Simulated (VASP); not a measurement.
# Ba (Fm-3m) in VASP: a series of runs, part 2 of 3

VASP 6.6.1.

## Step 4: Single point, PBEsol (56.18 Å³/atom)

This run uses another cell than the first one, of 56.18 Å³/atom.

Input file INCAR:

```
ALGO = Fast
EDIFF = 1E-6
ENCUT = 520
GGA = PS
ISIF = 2
ISMEAR = 0
LASPH = T
LCHARG = T
LELF = T
LREAL = F
LVHAR = T
LWAVE = F
NBANDS = 11
NELM = 100
PREC = Accurate
SIGMA = 0.15
```

Input file KPOINTS:

```
k-points
0
Gamma
  14 14 14
```

Input file POSCAR:

```
Ba
1.0
    0.0000000000      3.0398029074      3.0398029074
    3.0398029074      0.0000000000      3.0398029074
    3.0398029074      3.0398029074      0.0000000000
Ba
1
Direct
    0.0000000000      0.0000000000      0.0000000000
```

Potentials or basis: VASP PAW PBE potentials, release 64 (Ba_sv).

Run with:

```
$ cat potpaw_PBE.64/Ba_sv/POTCAR > POTCAR
$ mpirun -np 1 vasp_std > vasp.out
```

OUTCAR:

```text
EDIFF = 1E-6
   ENCUT = 520
   GGA = PS
   ISIF = 2
   ISMEAR = 0
   LASPH = T
   LREAL = F
   NELM = 100
   PREC = Accurate

 ion  position               nearest neighbor table
   1  0.000  0.000  0.000-

  LATTYP: Found a face centered cubic cell.
 ALAT       =     6.0796058148

  Lattice vectors:

 A1 = (   0.0000000000,   3.0398029074,   3.0398029074)
 A2 = (   3.0398029074,   0.0000000000,   3.0398029074)
 A3 = (   3.0398029074,   3.0398029074,   0.0000000000)

Analysis of symmetry for initial positions (statically):
=====================================================================
 Subroutine PRICEL returns:
 Original cell was already a primitive cell.

 Routine SETGRP: Setting up the symmetry group for a
 face centered cubic supercell.

 Subroutine GETGRP returns: Found 48 space group operations
 (whereof 48 operations were pure point group operations)
 out of a pool of 48 trial point group operations.

The static configuration has the point symmetry O_h .

Analysis of symmetry for dynamics (positions and initial velocities):
=====================================================================
 Subroutine PRICEL returns:
 Original cell was already a primitive cell.

 Routine SETGRP: Setting up the symmetry group for a
 face centered cubic supercell.

 Subroutine GETGRP returns: Found 48 space group operations
 (whereof 48 operations were pure point group operations)
 out of a pool of 48 trial point group operations.

The dynamic configuration has the point symmetry O_h .

 Subroutine INISYM returns: Found 48 space group operations
 (whereof 48 operations are pure point group operations),
 and found     1 'primitive' translations

----------------------------------------------------------------------------------------

                                     Primitive cell

  volume of cell :      56.1780

  direct lattice vectors                    reciprocal lattice vectors
     0.000000000  3.039802907  3.039802907    -0.164484348  0.164484348  0.164484348
     3.039802907  0.000000000  3.039802907     0.164484348 -0.164484348  0.164484348
     3.039802907  3.039802907  0.000000000     0.164484348  0.164484348 -0.164484348

  length of vectors
     4.298930499  4.298930499  4.298930499     0.284895248  0.284895248  0.284895248

  position of ions in fractional coordinates (direct lattice)
     0.000000000  0.000000000  0.000000000

  ion indices of the primitive-cell ions
   primitive index   ion index
                 1           1

----------------------------------------------------------------------------------------

 KPOINTS: k-points

Automatic generation of k-mesh.
 Grid dimensions read from file:
 generate k-points for:   14   14   14

 Generating k-lattice:

  Cartesian coordinates                     Fractional coordinates (reciprocal lattice)
    -0.011748882  0.011748882  0.011748882     0.071428571  0.000000000  0.000000000
     0.011748882 -0.011748882  0.011748882     0.000000000  0.071428571  0.000000000
     0.011748882  0.011748882 -0.011748882     0.000000000  0.000000000  0.071428571

  Length of vectors
     0.020349661  0.020349661  0.020349661

  Shift w.r.t. Gamma in fractional coordinates (k-lattice)
     0.000000000  0.000000000  0.000000000

 Subroutine IBZKPT returns following result:
 ===========================================

 Found    104 irreducible k-points:

 Following reciprocal coordinates:
            Coordinates               Weight
  0.000000  0.000000  0.000000      1.000000
  0.071429  0.000000  0.000000      8.000000
  0.142857  0.000000  0.000000      8.000000
  0.214286  0.000000  0.000000      8.000000
  0.285714  0.000000  0.000000      8.000000
  0.357143  0.000000  0.000000      8.000000
[... 16 lines left out ...]
  0.214286  0.142857  0.000000     24.000000
  0.285714  0.142857  0.000000     24.000000
 [... further k-points ...]
   k-points           NKPTS =    104   k-points in BZ     NKDIM =    104   number of bands    NBANDS=     11
   number of dos      NEDOS =    301   number of ions     NIONS =      1
   total plane-waves  NPLWV =  32768
   dimension x,y,z NGX =    32 NGY =   32 NGZ =   32
   dimension x,y,z NGXF=    64 NGYF=   64 NGZF=   64
   ions per type =               1
   NGX,Y,Z   is equivalent  to a cutoff of  12.37, 12.37, 12.37 a.u.
   NGXF,Y,Z  is equivalent  to a cutoff of  24.75, 24.75, 24.75 a.u.
 SYSTEM =  unknown system
   PREC   = accura    normal or accurate (medium, high low for compatibility)
   ISTART =      0    job   : 0-new  1-cont  2-samecut
   ICHARG =      2    charge: 1-file 2-atom 10-const
   ISPIN  =      1    spin polarized calculation?
   LNONCOLLINEAR =      F non collinear calculations
   LSORBIT =      F    spin-orbit coupling
   LASPH  =      T    aspherical Exc in radial PAW
   ENCUT  =  520.0 eV  38.22 Ry    6.18 a.u.   7.99  7.99  7.99*2*pi/ulx,y,z
   NELM   =    100;   NELMIN=  2; NELMDL= -5     # of ELM steps
   EDIFF  = 0.1E-05   stopping-criterion for ELM
   LREAL  =      F    real-space projection
   EDIFFG = 0.1E-04   stopping-criterion for IOM
   NSW    =      0    number of steps for IOM
   IBRION =     -1    ionic relax: 0-MD 1-quasi-New 2-CG
   NFREE  =      0    steps in history (QN), initial steepest desc. (CG)
   ISIF   =      2    stress and relaxation
   ISYM   =      2    0-nonsym 1-usesym 2-fastsym
   POTIM  = 0.5000    time-step for ionic-motion
   TEBEG  =    0.0;   TEEND  =   0.0 temperature during run
   PSTRESS=    0.0 pullay stress
   NELECT =      10.0000    total number of electrons
   NUPDOWN=      -1.0000    fix difference up-down
   EMIN   =  10.00;   EMAX   =-10.00  energy-range for DOS
   EFERMI =   0.00;   METHOD = LEGACY
   ISMEAR =     0;   SIGMA  =   0.15  broadening in eV -4-tet -1-fermi 0-gaus
   EFERMI_NEDOS =   21; number of points for ismear=-14 and -15
   IALGO  =     68    algorithm
   IMIX   =      4    mixing-type and parameters
     AMIX     =   0.40;   BMIX     =  1.00
     AMIX_MAG =   1.60;   BMIX_MAG =  1.00
  volume/ion in A,a.u.               =      56.18       379.11
  Fermi-wavevector in a.u.,A,eV,Ry     =   0.920915  1.740276 11.538882  0.848084
  Thomas-Fermi vector in A             =   2.046273
   LORBIT       =      0    0 simple, 1 ext, 2 COOP (PROOUT), +10 PAW based schemes
   GGA     = PS    functional components
   LHFCALC =     F    Hartree Fock is set to
   AEXX    =    0.0000 exact exchange contribution
   IVDW    =     0    specifies the selected vdW correction
   LEPSILON=     F    determine dielectric tensor
   LRPA    =     F    only Hartree local field effects (RPA)
 non-spin polarized calculation
 RMM-DIIS sequential band-by-band and
 Gauss-broadening in eV      SIGMA  =   0.15
  energy-cutoff  :      520.00
  volume of cell :       56.18
 maximum number of plane-waves:      1532
   NGX = 15   NGY = 15   NGZ = 15

 number of electron      10.0000000 magnetization

 number of electron       9.9999999 magnetization

 Free energy of the ion-electron system (eV)
  ---------------------------------------------------
  ext. energy  EPLUGINS =         0.00000000
  ---------------------------------------------------
  free energy    TOTEN  =        -2.13675511 eV

  energy without entropy =       -2.11825303  energy(sigma->0) =       -2.12750407

 E-fermi :   1.9506     XC(G=0):  -7.8871

 val. band max:        1.9327258864   @ k =  -0.3571   0.3571   0.1429
 cond. band min:       1.9533731885   @ k =  -0.3571   0.2857   0.0000
 fundamental gap:      0.0206473020
 Fermi energy:         1.9505928154

 k-point     1 :       0.0000    0.0000    0.0000
  band No.  band energies     occupation
      1     -26.7202      2.00000
      2     -11.5772      2.00000
      3     -11.5772      2.00000
      4     -11.5772      2.00000
      5      -0.8890      2.00000
      6       3.8410      0.00000
      7       3.8410      0.00000
      8       3.8410      0.00000
      9       5.6417      0.00000
     10       5.6417      0.00000
     11       8.2233      0.00000

 k-point     2 :       0.0714    0.0000    0.0000
  band No.  band energies     occupation
      1     -26.7169      2.00000
      2     -11.6136      2.00000
      3     -11.5815      2.00000
      4     -11.5815      2.00000
      5      -0.7838      2.00000
      6       3.7120      0.00000
      7       3.8920      0.00000
      8       3.8920      0.00000
      9       5.5656      0.00000
     10       5.5656      0.00000
     11       8.4790      0.00000
[... 295 lines left out ...]
 k-point    24 :       0.2857    0.1429    0.0000
  band No.  band energies     occupation
      1     -26.6806      2.00000
      2     -11.9229      2.00000
      3     -11.6678      2.00000
      4     -11.6614      2.00000
      5       0.4017      2.00000
      6       2.7470      0.00000
      7       3.7914      0.00000
      8       4.3877      0.00000
      9       5.0591      0.00000
     10       6.1740      0.00000
     11       9.4449      0.00000

 [... further k-points ...]
[... 5 lines left out ...]
  --------------------------------------------------------------------------------------
  -------------------------------------------------------------------------------------
  Total        0.1505952      0.1505952      0.1505952     -0.0000000      0.0000000     -0.0000000
  in kB        4.2949233      4.2949233      4.2949233     -0.0000000      0.0000000     -0.0000000
  external PRESSURE =       4.2949233 kB  Pullay stress =       0.0000000 kB

 VOLUME and BASIS-vectors are now :
 -----------------------------------------------------------------------------
  energy-cutoff  :      520.00
  volume of cell :       56.18
      direct lattice vectors                 reciprocal lattice vectors
     0.000000000  3.039802907  3.039802907    -0.164484348  0.164484348  0.164484348
     3.039802907  0.000000000  3.039802907     0.164484348 -0.164484348  0.164484348
     3.039802907  3.039802907  0.000000000     0.164484348  0.164484348 -0.164484348

 POSITION                                       TOTAL-FORCE (eV/Angst)
 -----------------------------------------------------------------------------------
      0.00000      0.00000      0.00000         0.000000      0.000000     -0.000000
 -----------------------------------------------------------------------------------
    total drift:                                0.000000      0.000000     -0.000000

  FREE ENERGIE OF THE ION-ELECTRON SYSTEM (eV)
  ---------------------------------------------------
  free  energy   TOTEN  =        -2.1367551126 eV

  energy  without entropy=       -2.1182530313  energy(sigma->0) =       -2.12750407
```

OSZICAR:

```text
N       E                     dE             d eps       ncg     rms          rms(c)
DAV:   1     0.523519189546E+02    0.52352E+02   -0.43218E+03  2296   0.758E+02
DAV:   2     0.311542545866E+00   -0.52040E+02   -0.50603E+02  2747   0.137E+02
DAV:   3    -0.207088425930E+01   -0.23824E+01   -0.23626E+01  2890   0.301E+01
DAV:   4    -0.214118838818E+01   -0.70304E-01   -0.70187E-01  2888   0.476E+00
DAV:   5    -0.214311992974E+01   -0.19315E-02   -0.19313E-02  2999   0.654E-01    0.186E+00
RMM:   6    -0.213903741964E+01    0.40825E-02   -0.35198E-03  2552   0.576E-01    0.111E+00
RMM:   7    -0.213652017762E+01    0.25172E-02   -0.94083E-03  2896   0.889E-01    0.416E-02
RMM:   8    -0.213671978203E+01   -0.19960E-03   -0.13702E-03  3438   0.201E-01    0.260E-02
RMM:   9    -0.213675108302E+01   -0.31301E-04   -0.19829E-04  3402   0.680E-02    0.132E-02
RMM:  10    -0.213675484193E+01   -0.37589E-05   -0.26906E-05  3359   0.255E-02    0.801E-03
RMM:  11    -0.213675511263E+01   -0.27070E-06   -0.44310E-06  2839   0.174E-02
   1 F= -.21367551E+01 E0= -.21275041E+01  d E =-.185021E-01
```

stdout:

```text
POSCAR found type information on POSCAR Ba
 POSCAR found :  1 types and       1 ions
 scaLAPACK will be used
 -----------------------------------------------------------------------------
|                                                                             |
|                                                                             |
|     You enforced a specific xc type in the INCAR file but a different       |
|     I HOPE YOU KNOW WHAT YOU ARE DOING!                                     |
|                                                                             |
 -----------------------------------------------------------------------------

 LDA part: xc-table for (Slater+PW92), standard interpolation
 POSCAR, INCAR and KPOINTS ok, starting setup
 FFT: planning ... GRIDC
 FFT: planning ... GRID_SOFT
 FFT: planning ... GRID
 WAVECAR not read
 entering main loop
```

Wall time 16 s (1 thread of Intel Xeon 6975P-C (Granite Rapids), shared host); peak memory 0.21 GiB.

Results:

| Item | Value |
| --- | --- |
| Free energy | -2.1368 eV |
| Pressure | 0.4 GPa |
| Band gap on the k mesh | zero (bands 5 and 6 overlap by 0.42 eV) |

Caveat: the PAW data sets were made with another functional, which shifts forces and pressure a little; spin-orbit coupling is left out, which moves the levels of the heavy elements.

(Continued in part 3 of 3.)
